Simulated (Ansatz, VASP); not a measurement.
# Cr3Pd in VASP and in Ansatz

File INCAR:

```
PREC = Accurate
ENCUT = 520
EDIFF = 1E-7
ISMEAR = 0
SIGMA = 0.1
LREAL = False
LASPH = True
NELM = 150
ALGO = Normal
ISIF = 2
LWAVE = False
LCHARG = True
ISPIN = 2
MAGMOM = 4.5 4.5 4.5 0
LORBIT = 11
LMAXMIX = 4
GGA = PS
LELF = True
LVHAR = True
NBANDS = 35
```

The input KPOINTS:

```
Automatic mesh
0
Gamma
  12 12 12
```

POSCAR

```
Cr3Pd
1.0
    3.9793075400      0.0000000000      0.0000000000
    0.0000000000      3.9793075400      0.0000000000
    0.0000000000      0.0000000000      3.9793075400
Cr Pd
3 1
Direct
    0.0000000000      0.5000000000      0.5000000000
    0.5000000000      0.0000000000      0.5000000000
    0.5000000000      0.5000000000      0.0000000000
    0.0000000000      0.0000000000      0.0000000000
```

Input for Ansatz:

```yaml
crystal:
  lattice:
    - [3.97930754, 0.0, 0.0]
    - [0.0, 3.97930754, 0.0]
    - [0.0, 0.0, 3.97930754]
  atoms:
    - { symbol: Cr, position: [0.0, 0.5, 0.5], spin: 4.5 }
    - { symbol: Cr, position: [0.5, 0.0, 0.5], spin: 4.5 }
    - { symbol: Cr, position: [0.5, 0.5, 0.0], spin: 4.5 }
    - { symbol: Pd, position: [0.0, 0.0, 0.0] }
basis:
  ecutwfc: 420
kpoints:
  mp_grid: { grid: [12, 12, 12] }
hamiltonian:
  xc: pbesol
scf:
  occupations: { method: gaussian, width: 0.1 }
  lower_state_search: "off"
output:
  forces: true
  stress: true
  eigenvalues: true
  populations: true
magnetization:
  spin_polarized: true
```

Alike in both runs: task single point; functional PBEsol; k mesh 12 × 12 × 12; occupations gaussian, width 0.1 eV; collinear spin.

|  | VASP | Ansatz |
| --- | --- | --- |
| version | VASP 6.6.1 | Ansatz 0.2.0 |
| potentials or method | VASP PAW PBE potentials, release 64 (Cr_pv, Pd), cutoff 520 eV | scalar-relativistic, plane waves, PAW |
| valence electrons in the cell | 46 | 60 |

|  | VASP | Ansatz | Ansatz less VASP |
| --- | --- | --- | --- |
| gap on the k mesh at the Fermi level (eV) | none | none | - |
| net moment per atom (μB) | 0.90 | 0.00 | -0.905 |
| size of the moment on the site where the two differ most (μB) | 1.12 | 0.00 | -1.124 |

The net moments are unlike, so the other rows may belong to different states. VASP's potentials were made for PBE, not for PBEsol. Site moments also hang on the region over which each program counts them. A gap of «none» marks a metal or a gap that the smearing closes. VASP's potentials hold 46 valence electrons a cell and Ansatz's 60, so a difference there can come from the potentials and not from the codes. Ansatz's warnings: seeded moment not kept.
